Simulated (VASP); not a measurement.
# MoH2 (F-43m) in VASP: a series of runs

MoH2 is run at these levels: PBE; tasks: single point, relaxation of cell and atoms.

Everything below comes from runs of VASP 6.6.1. Logs are shortened: lines on timing, memory, paths and dates and some standing lists are left out, and cuts for length are marked.

## 1. The cell of the first run

The structure is cubic, space group F-43m (No. 216). Conventional cell: a = 4.337 Å, b = 4.337 Å, c = 4.337 Å, α = 90.00°, β = 90.00°, γ = 90.00°. Within 2.5 Å of H (site symmetry -43m) lie 4 H at 1.88 Å and 4 Mo at 1.88 Å. Within 2.5 Å of H (site symmetry -43m) lie 4 H at 1.88 Å and 6 Mo at 2.17 Å. Mo (site symmetry -43m) has 10 H at 1.88 to 2.17 Å within 2.5 Å.

## 2. Single point, PBE

The input, INCAR:

```
SYSTEM = MoH2
ALGO = Normal
EDIFF = 1E-6
ENCUT = 520
GGA = PE
ISIF = 2
ISMEAR = 0
LASPH = .True.
LCHARG = .False.
LREAL = .False.
LWAVE = .False.
NBANDS = 15
NELM = 100
PREC = Accurate
SIGMA = 0.1
```

The input, KPOINTS:

```
k-points
0
Gamma
  6 6 6
  0 0 0
```

The input, POSCAR:

```
MoH2
1.0
    0.0000000000      2.1685352363      2.1685352363
    2.1685352363      0.0000000000      2.1685352363
    2.1685352363      2.1685352363      0.0000000000
H Mo
2 1
Direct
    0.7500000000      0.7500000000      0.7500000000
    0.5000000000      0.5000000000      0.5000000000
    0.0000000000      0.0000000000      0.0000000000
```

Potentials or basis: VASP PAW PBE potentials, release 64 (H, Mo_sv).

On the command line:

```console
cat potpaw_PBE.64/H/POTCAR potpaw_PBE.64/Mo_sv/POTCAR > POTCAR
mpirun -np 1 vasp_std > vasp.out
```

OUTCAR:

```text
SYSTEM = MoH2
   EDIFF = 1E-6
   ENCUT = 520
   GGA = PE
   ISIF = 2
   ISMEAR = 0
   LASPH = .True.
   LREAL = .False.
   NELM = 100
   PREC = Accurate

 ion  position               nearest neighbor table
   1  0.750  0.750  0.750-   3 1.88   3 1.88   3 1.88   3 1.88
   2  0.500  0.500  0.500-   3 2.17   3 2.17   3 2.17   3 2.17   3 2.17   3 2.17
   3  0.000  0.000  0.000-   1 1.88   1 1.88   1 1.88   1 1.88   2 2.17   2 2.17   2 2.17   2 2.17
                             2 2.17   2 2.17

  LATTYP: Found a face centered cubic cell.
 ALAT       =     4.3370704726

  Lattice vectors:

 A1 = (   0.0000000000,   2.1685352363,   2.1685352363)
 A2 = (   2.1685352363,   0.0000000000,   2.1685352363)
 A3 = (   2.1685352363,   2.1685352363,   0.0000000000)

Analysis of symmetry for initial positions (statically):
=====================================================================
 Subroutine PRICEL returns:
 Original cell was already a primitive cell.

 Routine SETGRP: Setting up the symmetry group for a
 face centered cubic supercell.

 Subroutine GETGRP returns: Found 24 space group operations
 (whereof 24 operations were pure point group operations)
 out of a pool of 48 trial point group operations.

The static configuration has the point symmetry T_d .

Analysis of symmetry for dynamics (positions and initial velocities):
=====================================================================
 Subroutine PRICEL returns:
 Original cell was already a primitive cell.

 Routine SETGRP: Setting up the symmetry group for a
 face centered cubic supercell.

 Subroutine GETGRP returns: Found 24 space group operations
 (whereof 24 operations were pure point group operations)
 out of a pool of 48 trial point group operations.

The dynamic configuration has the point symmetry T_d .

 Subroutine INISYM returns: Found 24 space group operations
 (whereof 24 operations are pure point group operations),
 and found     1 'primitive' translations

----------------------------------------------------------------------------------------

                                     Primitive cell

  volume of cell :      20.3953

  direct lattice vectors                    reciprocal lattice vectors
     0.000000000  2.168535236  2.168535236    -0.230570383  0.230570383  0.230570383
     2.168535236  0.000000000  2.168535236     0.230570383 -0.230570383  0.230570383
     2.168535236  2.168535236  0.000000000     0.230570383  0.230570383 -0.230570383

  length of vectors
     3.066771942  3.066771942  3.066771942     0.399359618  0.399359618  0.399359618

  position of ions in fractional coordinates (direct lattice)
     0.750000000  0.750000000  0.750000000
     0.500000000  0.500000000  0.500000000
     0.000000000  0.000000000  0.000000000

  ion indices of the primitive-cell ions
   primitive index   ion index
                 1           1
                 2           2
                 3           3

----------------------------------------------------------------------------------------

 KPOINTS: k-points

Automatic generation of k-mesh.
 Grid dimensions read from file:
 generate k-points for:    6    6    6

 Generating k-lattice:

  Cartesian coordinates                     Fractional coordinates (reciprocal lattice)
    -0.038428397  0.038428397  0.038428397     0.166666667  0.000000000  0.000000000
     0.038428397 -0.038428397  0.038428397     0.000000000  0.166666667  0.000000000
     0.038428397  0.038428397 -0.038428397     0.000000000  0.000000000  0.166666667

  Length of vectors
     0.066559936  0.066559936  0.066559936

  Shift w.r.t. Gamma in fractional coordinates (k-lattice)
     0.000000000  0.000000000  0.000000000

 Subroutine IBZKPT returns following result:
 ===========================================

 Found     16 irreducible k-points:

 Following reciprocal coordinates:
            Coordinates               Weight
  0.000000  0.000000  0.000000      1.000000
  0.166667  0.000000  0.000000      8.000000
  0.333333  0.000000  0.000000      8.000000
  0.500000  0.000000  0.000000      4.000000
  0.166667  0.166667  0.000000      6.000000
  0.333333  0.166667  0.000000     24.000000
[... 8 lines left out ...]
 -0.333333  0.333333  0.166667     24.000000
 -0.333333  0.500000  0.166667     12.000000
   k-points           NKPTS =     16   k-points in BZ     NKDIM =     16   number of bands    NBANDS=     15
   number of dos      NEDOS =    301   number of ions     NIONS =      3
   total plane-waves  NPLWV =  13824
   dimension x,y,z NGX =    24 NGY =   24 NGZ =   24
   dimension x,y,z NGXF=    48 NGYF=   48 NGZF=   48
   ions per type =               2   1
   NGX,Y,Z   is equivalent  to a cutoff of  13.01, 13.01, 13.01 a.u.
   NGXF,Y,Z  is equivalent  to a cutoff of  26.02, 26.02, 26.02 a.u.
 SYSTEM =  MoH2
   PREC   = accura    normal or accurate (medium, high low for compatibility)
   ISTART =      0    job   : 0-new  1-cont  2-samecut
   ICHARG =      2    charge: 1-file 2-atom 10-const
   ISPIN  =      1    spin polarized calculation?
   LNONCOLLINEAR =      F non collinear calculations
   LSORBIT =      F    spin-orbit coupling
   LASPH  =      T    aspherical Exc in radial PAW
   ENCUT  =  520.0 eV  38.22 Ry    6.18 a.u.   5.70  5.70  5.70*2*pi/ulx,y,z
   NELM   =    100;   NELMIN=  2; NELMDL= -5     # of ELM steps
   EDIFF  = 0.1E-05   stopping-criterion for ELM
   LREAL  =      F    real-space projection
   EDIFFG = 0.1E-04   stopping-criterion for IOM
   NSW    =      0    number of steps for IOM
   IBRION =     -1    ionic relax: 0-MD 1-quasi-New 2-CG
   NFREE  =      0    steps in history (QN), initial steepest desc. (CG)
   ISIF   =      2    stress and relaxation
   ISYM   =      2    0-nonsym 1-usesym 2-fastsym
   POTIM  = 0.5000    time-step for ionic-motion
   TEBEG  =    0.0;   TEEND  =   0.0 temperature during run
   PSTRESS=    0.0 pullay stress
   NELECT =      16.0000    total number of electrons
   NUPDOWN=      -1.0000    fix difference up-down
   EMIN   =  10.00;   EMAX   =-10.00  energy-range for DOS
   EFERMI =   0.00;   METHOD = LEGACY
   ISMEAR =     0;   SIGMA  =   0.10  broadening in eV -4-tet -1-fermi 0-gaus
   EFERMI_NEDOS =   21; number of points for ismear=-14 and -15
   IALGO  =     38    algorithm
   IMIX   =      4    mixing-type and parameters
     AMIX     =   0.40;   BMIX     =  1.00
     AMIX_MAG =   1.60;   BMIX_MAG =  1.00
  volume/ion in A,a.u.               =       6.80        45.88
  Fermi-wavevector in a.u.,A,eV,Ry     =   1.509866  2.853233 31.017129  2.279695
  Thomas-Fermi vector in A             =   2.620131
   LORBIT       =      0    0 simple, 1 ext, 2 COOP (PROOUT), +10 PAW based schemes
   GGA     = PE    functional components
   LHFCALC =     F    Hartree Fock is set to
   AEXX    =    0.0000 exact exchange contribution
   IVDW    =     0    specifies the selected vdW correction
   LEPSILON=     F    determine dielectric tensor
   LRPA    =     F    only Hartree local field effects (RPA)
 non-spin polarized calculation
 Gauss-broadening in eV      SIGMA  =   0.10
  energy-cutoff  :      520.00
  volume of cell :       20.40
 maximum number of plane-waves:       568
   NGX = 11   NGY = 11   NGZ = 11

 number of electron      15.9999998 magnetization

 Free energy of the ion-electron system (eV)
  ---------------------------------------------------
  ext. energy  EPLUGINS =         0.00000000
  ---------------------------------------------------
  free energy    TOTEN  =       -16.96780648 eV

  energy without entropy =      -16.95901221  energy(sigma->0) =      -16.96340935

 E-fermi :  11.1459     XC(G=0): -12.9736

 val. band max:       11.1184229129   @ k =   0.1667   0.0000   0.0000
 cond. band min:      11.2045748347   @ k =   0.3333   0.1667   0.0000
 fundamental gap:      0.0861519218
 Fermi energy:        11.1458813026

 k-point     1 :       0.0000    0.0000    0.0000
  band No.  band energies     occupation
      1     -50.3490      2.00000
      2     -24.1241      2.00000
      3     -24.1241      2.00000
      4     -24.1241      2.00000
      5      -1.1321      2.00000
      6       9.0880      2.00000
      7       9.0880      2.00000
      8       9.0880      2.00000
      9      11.3393      0.00622
     10      11.3393      0.00622
     11      12.7325      0.00000
     12      20.4214      0.00000
     13      23.9141      0.00000
     14      23.9141      0.00000
     15      23.9141      0.00000

 k-point     2 :       0.1667    0.0000    0.0000
  band No.  band energies     occupation
      1     -50.3258      2.00000
      2     -24.3080      2.00000
      3     -24.1463      2.00000
      4     -24.1463      2.00000
      5      -0.3838      2.00000
      6       7.6981      2.00000
      7       9.3668      2.00000
      8       9.3668      2.00000
      9      11.1184      1.30222
     10      11.1184      1.30222
     11      13.5298      0.00000
     12      19.8027      0.00000
     13      25.4342      0.00000
     14      25.4342      0.00000
     15      26.3479      0.00000

 k-point     3 :       0.3333    0.0000    0.0000
  band No.  band energies     occupation
      1     -50.2792      2.00000
      2     -24.6622      2.00000
      3     -24.1903      2.00000
      4     -24.1903      2.00000
      5       1.2996      2.00000
      6       6.0600      2.00000
      7       9.1329      2.00000
      8       9.1329      2.00000
      9      11.9443      0.00000
     10      11.9443      0.00000
     11      13.4932      0.00000
     12      19.5603      0.00000
     13      26.3771      0.00000
     14      27.0442      0.00000
     15      27.0442      0.00000

 k-point     4 :       0.5000    0.0000    0.0000
  band No.  band energies     occupation
      1     -50.2557      2.00000
      2     -24.8331      2.00000
      3     -24.2121      2.00000
      4     -24.2121      2.00000
      5       2.3070      2.00000
      6       5.3611      2.00000
      7       8.8350      2.00000
      8       8.8350      2.00000
      9      12.8464      0.00000
     10      12.8464      0.00000
     11      14.0032      0.00000
     12      17.2802      0.00000
     13      25.0297      0.00000
     14      25.0297      0.00000
     15      29.5256      0.00000
[... 163 lines left out ...]
 k-point    14 :       0.5000    0.3333    0.1667
  band No.  band energies     occupation
      1     -50.2484      2.00000
      2     -24.6525      2.00000
      3     -24.3994      2.00000
      4     -24.2720      2.00000
      5       2.2475      2.00000
      6       4.7647      2.00000
      7       8.0690      2.00000
      8      10.6230      2.00000
      9      11.6192      0.00000
     10      13.7231      0.00000
     11      16.1086      0.00000
     12      19.2207      0.00000
     13      20.7125      0.00000
     14      24.7817      0.00000
     15      27.1361      0.00000

 k-point    15 :      -0.3333    0.3333    0.1667
  band No.  band energies     occupation
      1     -50.2329      2.00000
      2     -24.6720      2.00000
      3     -24.4837      2.00000
      4     -24.3104      2.00000
      5       3.0536      2.00000
      6       4.0608      2.00000
      7       8.1752      2.00000
      8      10.3304      2.00000
      9      12.5808      0.00000
     10      14.6102      0.00000
     11      16.2109      0.00000
     12      17.3807      0.00000
     13      20.2811      0.00000
     14      24.5662      0.00000
     15      27.9120      0.00000

 k-point    16 :      -0.3333    0.5000    0.1667
  band No.  band energies     occupation
      1     -50.2253      2.00000
      2     -24.6854      2.00000
      3     -24.4684      2.00000
      4     -24.3743      2.00000
      5       3.1118      2.00000
      6       3.4273      2.00000
      7       8.6798      2.00000
      8      11.0076      1.94955
      9      13.2933      0.00000
     10      15.0563      0.00000
     11      16.5611      0.00000
     12      17.6030      0.00000
     13      18.0258      0.00000
     14      25.1115      0.00000
     15      26.3009      0.00000

------------------------ aborting loop because EDIFF is reached ----------------------------------------

  FORCE on cell =-STRESS in cart. coord.  units (eV):
  Direction    XX          YY          ZZ          XY          YZ          ZX
  --------------------------------------------------------------------------------------
  -------------------------------------------------------------------------------------
  Total        0.0279389      0.0279389      0.0279389     -0.0000000      0.0000000     -0.0000000
  in kB        2.1947779      2.1947779      2.1947779     -0.0000000      0.0000000     -0.0000000
  external PRESSURE =       2.1947779 kB  Pullay stress =       0.0000000 kB

 VOLUME and BASIS-vectors are now :
 -----------------------------------------------------------------------------
  energy-cutoff  :      520.00
  volume of cell :       20.40
      direct lattice vectors                 reciprocal lattice vectors
     0.000000000  2.168535236  2.168535236    -0.230570383  0.230570383  0.230570383
     2.168535236  0.000000000  2.168535236     0.230570383 -0.230570383  0.230570383
     2.168535236  2.168535236  0.000000000     0.230570383  0.230570383 -0.230570383

 POSITION                                       TOTAL-FORCE (eV/Angst)
 -----------------------------------------------------------------------------------
      3.25280      3.25280      3.25280        -0.000000      0.000000      0.000000
      2.16854      2.16854      2.16854         0.000000      0.000000      0.000000
      0.00000      0.00000      0.00000        -0.000000     -0.000000     -0.000000
 -----------------------------------------------------------------------------------
    total drift:                               -0.000000     -0.000000     -0.000000

  FREE ENERGIE OF THE ION-ELECTRON SYSTEM (eV)
  ---------------------------------------------------
  free  energy   TOTEN  =       -16.9678064830 eV

  energy  without entropy=      -16.9590122072  energy(sigma->0) =      -16.96340935
```

It used 7.2 s of CPU time on 1 thread of AMD EPYC 7R13 Processor (Zen 3) (shared host).

What came out:

| Property | Result |
| --- | --- |
| Free energy | -16.9678 eV |
| Pressure | 0.2 GPa |
| Band gap on the k mesh | zero (band 8 reaches 12.88 eV, above the bottom of band 9 at 9.89 eV) |

Caveat: the k points lie up to 0.42 Å⁻¹ apart.

[end of part 1 of 3]
